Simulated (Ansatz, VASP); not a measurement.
Zr2PbO: VASP beside Ansatz

```
CELL_PARAMETERS angstrom
4.30280 0.00000 0.00000
0.00000 4.30280 0.00000
0.00000 0.00000 8.34408
ATOMIC_POSITIONS crystal
Zr 0.00000 0.00000 0.00000
Zr 0.50000 0.50000 0.00000
Zr 0.00000 0.50000 0.66652
Zr 0.50000 0.00000 0.33348
Pb 0.00000 0.50000 0.30861
Pb 0.50000 0.00000 0.69139
O 0.00000 0.50000 0.93698
O 0.50000 0.00000 0.06302
```

Change from the starting cell: species swapped into the Ce2BiN type (P4/nmm, No. 129).

Alike in both runs: functional PBE; k mesh 10 × 10 × 6; occupations gaussian, width 0.1 eV; no spin polarisation.

Ansatz relaxed the structure, and its values are those at the end. VASP's run is a single point on that final structure, the one shown.

|  | VASP | Ansatz |
| --- | --- | --- |
| version | VASP 6.6.1 | Ansatz 0.2.0 |
| potentials or method | VASP PAW PBE potentials, release 64 (Zr_sv, Pb_d, O), cutoff 520 eV | scalar-relativistic, plane waves, PAW |
| valence electrons in the cell | 88 | 88 |

```tsv
	VASP	Ansatz	Ansatz less VASP
gap on the k mesh at the Fermi level (eV)	none	none	-
pressure (GPa)	0.1	0.0	-0.09
rms of the force components (eV/Å)	0.005	0.001	-0.0040
```

A gap of «none» marks a metal or a gap that the smearing closes.

Spin-orbit coupling is off throughout.
